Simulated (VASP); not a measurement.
Set up this calculation in VASP 6.6.1, as the native input.

```yaml
Task: single point
Functional: PBE
Potentials_or_basis: VASP PAW PBE potentials, release 64 (K_sv, Ta_pv, O)
Cutoff: 520 eV
k_mesh: 8 × 8 × 8
Occupations: gaussian, width 0.02 eV
Spin: no spin polarisation
Dipole_correction: no
Further_INCAR_settings: ALGO = Normal; EDIFF = 1e-07; NBANDS = 27
```

The structure of KTaO3 lies in POSCAR:

```
KTaO3
1.0
    3.8998345606      0.0000000000      0.0000000000
    0.0000000000      3.8998345606      0.0000000000
    0.0000000000      0.0000000000      3.8998345606
K Ta O
1 1 3
Direct
    0.5000000000      0.5000000000      0.5000000000
    0.0000000000      0.0000000000      0.0000000000
    0.5000000000      0.0000000000      0.0000000000
    0.0000000000      0.5000000000      0.0000000000
    0.0000000000      0.0000000000      0.5000000000
```

This cell differs from its parent crystal: volume scaled by 0.91.

The input as run:

INCAR

```
SYSTEM = KTaO3
PREC = Accurate ; ENCUT = 520
EDIFF = 1E-7 ; ISMEAR = 0
SIGMA = 0.02 ; LREAL = .False.
LASPH = .True. ; NELM = 60
ALGO = Normal ; ISIF = 2
LWAVE = .False. ; LCHARG = .True.
GGA = PE ; LELF = .True.
LVHAR = .True. ; NBANDS = 27
```

KPOINTS

```
Automatic mesh
0
Gamma
  8 8 8
  0 0 0
```

Potentials or basis: VASP PAW PBE potentials, release 64 (K_sv, Ta_pv, O).

The run is started by

```console
$ cat potpaw_PBE.64/K_sv/POTCAR potpaw_PBE.64/Ta_pv/POTCAR potpaw_PBE.64/O/POTCAR > POTCAR
$ mpirun -np 1 vasp_std > vasp.out
```

It gave:

```json
{
  "Pressure": "22.9 GPa",
  "Band gap on the k mesh": "2.32 eV, indirect (least direct gap 2.90 eV)"
}
```

Caveat: spin-orbit coupling is left out, which moves the levels of the heavy elements.

Run time: 38 s on 1 thread of AMD EPYC 9R45 96-Core Processor (Zen 5), on a shared host, peak memory 0.17 GiB.
